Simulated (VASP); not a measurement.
# HfH4 in VASP: notebook, part 2 of 2

VASP 6.6.1. The steps go on from the part before.

### Step 3. Single point, PBE

Contents of INCAR:

```
SYSTEM = HfH4
PREC = Accurate
ENCUT = 520
EDIFF = 1E-6
ISMEAR = 0
SIGMA = 0.02
LREAL = .False.
LASPH = .True.
NELM = 60
ALGO = Normal
ISIF = 2
LWAVE = .False.
LCHARG = .False.
LDIPOL = .True.
IDIPOL = 3
DIPOL = 0.5 0.5 0.285
GGA = PE
NBANDS = 15
```

Contents of KPOINTS:

```
Automatic mesh
0
Gamma
  4 4 1
  0 0 0
```

Contents of POSCAR:

```
HfH4
1.0
    6.5863181231      0.0000000000      0.0000000000
    0.0000000000      6.5863181231      0.0000000000
    0.0000000000      0.0000000000     28.0592452122
Hf H
1 4
Direct
    0.5000000000      0.5000000000      0.2851110192
    0.2724195898      0.5000000000      0.3228727251
    0.7275804102      0.5000000000      0.3228727251
    0.5000000000      0.7275804102      0.2473493133
    0.5000000000      0.2724195898      0.2473493133
```

Potentials or basis: VASP PAW PBE potentials, release 64 (Hf_pv, H).

The run is started by

```console
$ cat potpaw_PBE.64/Hf_pv/POTCAR potpaw_PBE.64/H/POTCAR > POTCAR
$ mpirun -np 1 vasp_std > vasp.out
```

OUTCAR:

```text
SYSTEM = HfH4
   PREC = Accurate
   ENCUT = 520
   EDIFF = 1E-6
   ISMEAR = 0
   LREAL = .False.
   LASPH = .True.
   NELM = 60
   ISIF = 2
   GGA = PE

 ion  position               nearest neighbor table
   1  0.500  0.500  0.285-   2 1.84   3 1.84   4 1.84   5 1.84
   2  0.272  0.500  0.323-   1 1.84
   3  0.728  0.500  0.323-   1 1.84
   4  0.500  0.728  0.247-   1 1.84
   5  0.500  0.272  0.247-   1 1.84

  LATTYP: Found a simple tetragonal cell.
 ALAT       =     6.5863181231
 C/A-ratio  =     4.2602323009

  Lattice vectors:

 A1 = (   6.5863181231,   0.0000000000,   0.0000000000)
 A2 = (   0.0000000000,   6.5863181231,   0.0000000000)
 A3 = (   0.0000000000,   0.0000000000,  28.0592452122)

Analysis of symmetry for initial positions (statically):
=====================================================================
 Subroutine PRICEL returns:
 Original cell was already a primitive cell.

 Routine SETGRP: Setting up the symmetry group for a
 simple tetragonal supercell.

 Subroutine GETGRP returns: Found  8 space group operations
 (whereof  4 operations were pure point group operations)
 out of a pool of 16 trial point group operations.

The static configuration has the point symmetry C_2v.
 The point group associated with its full space group is D_2d.

Analysis of symmetry for dynamics (positions and initial velocities):
=====================================================================
 Subroutine PRICEL returns:
 Original cell was already a primitive cell.

 Routine SETGRP: Setting up the symmetry group for a
 simple tetragonal supercell.

 Subroutine GETGRP returns: Found  8 space group operations
 (whereof  4 operations were pure point group operations)
 out of a pool of 16 trial point group operations.

The dynamic configuration has the point symmetry C_2v.
 The point group associated with its full space group is D_2d.

 Subroutine INISYM returns: Found  8 space group operations
 (whereof  4 operations are pure point group operations),
 and found     1 'primitive' translations

----------------------------------------------------------------------------------------

                                     Primitive cell

  volume of cell :    1217.1985

  direct lattice vectors                    reciprocal lattice vectors
     6.586318123  0.000000000  0.000000000     0.151829897  0.000000000  0.000000000
     0.000000000  6.586318123  0.000000000     0.000000000  0.151829897  0.000000000
     0.000000000  0.000000000 28.059245212     0.000000000  0.000000000  0.035638877

  length of vectors
     6.586318123  6.586318123 28.059245212     0.151829897  0.151829897  0.035638877

  position of ions in fractional coordinates (direct lattice)
     0.500000000  0.500000000  0.285111019
     0.272419590  0.500000000  0.322872725
     0.727580410  0.500000000  0.322872725
     0.500000000  0.727580410  0.247349313
     0.500000000  0.272419590  0.247349313

  ion indices of the primitive-cell ions
   primitive index   ion index
                 1           1
                 2           2
                 3           3
                 4           4
                 5           5

----------------------------------------------------------------------------------------
[... 44 lines left out ...]
   ICHARG =      2    charge: 1-file 2-atom 10-const
   ISPIN  =      1    spin polarized calculation?
   LNONCOLLINEAR =      F non collinear calculations
   LSORBIT =      F    spin-orbit coupling
   LASPH  =      T    aspherical Exc in radial PAW
   ENCUT  =  520.0 eV  38.22 Ry    6.18 a.u.  12.25 12.25 52.17*2*pi/ulx,y,z
   NELM   =     60;   NELMIN=  2; NELMDL= -5     # of ELM steps
   EDIFF  = 0.1E-05   stopping-criterion for ELM
   LREAL  =      F    real-space projection
   EDIFFG = 0.1E-04   stopping-criterion for IOM
   NSW    =      0    number of steps for IOM
   IBRION =     -1    ionic relax: 0-MD 1-quasi-New 2-CG
   NFREE  =      0    steps in history (QN), initial steepest desc. (CG)
   ISIF   =      2    stress and relaxation
   ISYM   =      2    0-nonsym 1-usesym 2-fastsym
   POTIM  = 0.5000    time-step for ionic-motion
   TEBEG  =    0.0;   TEEND  =   0.0 temperature during run
   PSTRESS=    0.0 pullay stress
   NELECT =      14.0000    total number of electrons
   NUPDOWN=      -1.0000    fix difference up-down
   EMIN   =  10.00;   EMAX   =-10.00  energy-range for DOS
   EFERMI =   0.00;   METHOD = LEGACY
   ISMEAR =     0;   SIGMA  =   0.02  broadening in eV -4-tet -1-fermi 0-gaus
   EFERMI_NEDOS =   21; number of points for ismear=-14 and -15
   IALGO  =     38    algorithm
   IMIX   =      4    mixing-type and parameters
     AMIX     =   0.40;   BMIX     =  1.00
     AMIX_MAG =   1.60;   BMIX_MAG =  1.00
  volume/ion in A,a.u.               =     243.44      1642.81
  Fermi-wavevector in a.u.,A,eV,Ry     =   0.369542  0.698333  1.858028  0.136561
  Thomas-Fermi vector in A             =   1.296241
   LORBIT       =      0    0 simple, 1 ext, 2 COOP (PROOUT), +10 PAW based schemes
   GGA     = PE    functional components
   LHFCALC =     F    Hartree Fock is set to
   AEXX    =    0.0000 exact exchange contribution
   IVDW    =     0    specifies the selected vdW correction
   LEPSILON=     F    determine dielectric tensor
   LRPA    =     F    only Hartree local field effects (RPA)
 non-spin polarized calculation
 Gauss-broadening in eV      SIGMA  =   0.02
  energy-cutoff  :      520.00
  volume of cell :     1217.20
 maximum number of plane-waves:     32841
 NGX is ok and might be reduce to    50
   NGX = 25   NGY = 25   NGZ =105

 dipolmoment           0.000000      0.000000     -0.000036 electrons x Angstroem

 number of electron      13.9999996 magnetization

 dipolmoment           0.000000      0.000000      0.000003 electrons x Angstroem

 Free energy of the ion-electron system (eV)
  ---------------------------------------------------
  ext. energy  EPLUGINS =         0.00000000
  ---------------------------------------------------
  free energy    TOTEN  =       -20.61638408 eV

  energy without entropy =      -20.61638408  energy(sigma->0) =      -20.61638408

 E-fermi :  -6.5914     XC(G=0):  -0.8614

 val. band max:       -6.7901762356   @ k =   0.5000   0.5000   0.0000
 cond. band min:      -2.9069098861   @ k =   0.5000   0.5000   0.0000
 fundamental gap:      3.8832663496
 Fermi energy:        -6.5914220540

 k-point     1 :       0.0000    0.0000    0.0000
  band No.  band energies     occupation
      1     -35.8302      2.00000
      2     -35.8302      2.00000
      3     -35.8300      2.00000
      4      -8.4076      2.00000
      5      -6.9527      2.00000
      6      -6.7959      2.00000
      7      -6.7959      2.00000
      8      -2.8796      0.00000
      9      -2.7808      0.00000
     10      -2.1088      0.00000
     11      -1.6378      0.00000
     12      -1.6378      0.00000
     13      -0.1536      0.00000
     14       0.3286      0.00000
[... 77 lines left out ...]
      2     -35.8302      2.00000
      3     -35.8300      2.00000
      4      -8.2597      2.00000
      5      -6.9463      2.00000
      6      -6.9463      2.00000
      7      -6.7902      2.00000
      8      -2.9069      0.00000
      9      -2.7900      0.00000
     10      -2.1605      0.00000
     11      -2.1605      0.00000
     12      -1.7977      0.00000
     13       0.8646      0.00000
     14       1.3476      0.00000
     15       1.3476      0.00000

------------------------ aborting loop because EDIFF is reached ----------------------------------------

 vacuum level on the upper side and lower side of the slab       (xc-potential included)        -0.005        -0.005

  FORCE on cell =-STRESS in cart. coord.  units (eV):
  Direction    XX          YY          ZZ          XY          YZ          ZX
  --------------------------------------------------------------------------------------
  -------------------------------------------------------------------------------------
  Total       -0.0580137     -0.0580137     -0.0949321      0.0000000      0.0000000      0.0000000
  in kB       -0.0763624     -0.0763624     -0.1249575      0.0000000      0.0000000      0.0000000
  external PRESSURE =      -0.0925608 kB  Pullay stress =       0.0000000 kB

 VOLUME and BASIS-vectors are now :
 -----------------------------------------------------------------------------
  energy-cutoff  :      520.00
  volume of cell :     1217.20
      direct lattice vectors                 reciprocal lattice vectors
     6.586318123  0.000000000  0.000000000     0.151829897  0.000000000  0.000000000
     0.000000000  6.586318123  0.000000000     0.000000000  0.151829897  0.000000000
     0.000000000  0.000000000 28.059245212     0.000000000  0.000000000  0.035638877

 POSITION                                       TOTAL-FORCE (eV/Angst)
 -----------------------------------------------------------------------------------
      3.29316      3.29316      8.00000         0.000000      0.000000      0.000000
      1.79424      3.29316      9.05956         0.010853      0.000000     -0.010985
      4.79208      3.29316      9.05956        -0.010853      0.000000     -0.010985
      3.29316      4.79208      6.94044         0.000000     -0.010853      0.010985
      3.29316      1.79424      6.94044         0.000000      0.010853      0.010985
 -----------------------------------------------------------------------------------
    total drift:                                0.000000     -0.000000      0.000016

  FREE ENERGIE OF THE ION-ELECTRON SYSTEM (eV)
  ---------------------------------------------------
  free  energy   TOTEN  =       -20.6163840806 eV

  energy  without entropy=      -20.6163840806  energy(sigma->0) =      -20.61638408

 vacuum level on the upper side and lower side of the slab         0.265         0.265
```

OSZICAR:

```text
N       E                     dE             d eps       ncg     rms          rms(c)
DAV:   1     0.184054585355E+02    0.18405E+02   -0.47851E+03   260   0.501E+02
DAV:   2    -0.184009830640E+02   -0.36806E+02   -0.34319E+02   266   0.906E+01
DAV:   3    -0.237963049553E+02   -0.53953E+01   -0.53286E+01   304   0.283E+01
[... 16 lines left out ...]
DAV:  20    -0.206163694840E+02   -0.15235E-04   -0.92922E-07   253   0.295E-03    0.274E-03
DAV:  21    -0.206163788048E+02   -0.93208E-05   -0.37312E-07   251   0.191E-03    0.646E-04
DAV:  22    -0.206163819425E+02   -0.31377E-05   -0.92449E-08   212   0.108E-03    0.170E-03
DAV:  23    -0.206163834907E+02   -0.15481E-05   -0.26916E-08   188   0.675E-04    0.757E-04
DAV:  24    -0.206163840806E+02   -0.58989E-06   -0.22875E-09   188   0.333E-04
   1 F= -.20616384E+02 E0= -.20616384E+02  d E =-.238765E-45
```

stdout:

```text
POSCAR found type information on POSCAR HfH
 POSCAR found :  2 types and       5 ions
 scaLAPACK will be used
 LDA part: xc-table for (Slater+PW92), standard interpolation
 POSCAR, INCAR and KPOINTS ok, starting setup
 FFT: planning ... GRIDC
 FFT: planning ... GRID_SOFT
 FFT: planning ... GRID
 WAVECAR not read
 entering main loop
```

It took 5.7 min on 1 thread of Intel Xeon Platinum 8275CL at 3.00GHz (Skylake/Cascade Lake), shared host; peak memory 0.95 GiB.

What came out:

| Property | Result |
| --- | --- |
| Free energy | -20.6164 eV |
| Largest force | 0.015 eV/Å |
| Band gap on the k mesh | 3.88 eV |

Forces in eV/Å, atoms in the order of the input:
```
Hf   0.000  0.000  0.000
H    0.011  0.000 -0.011
H   -0.011  0.000 -0.011
H    0.000 -0.011  0.011
H    0.000  0.011  0.011
```

Caveat: spin-orbit coupling is left out, which moves the levels of the heavy elements.
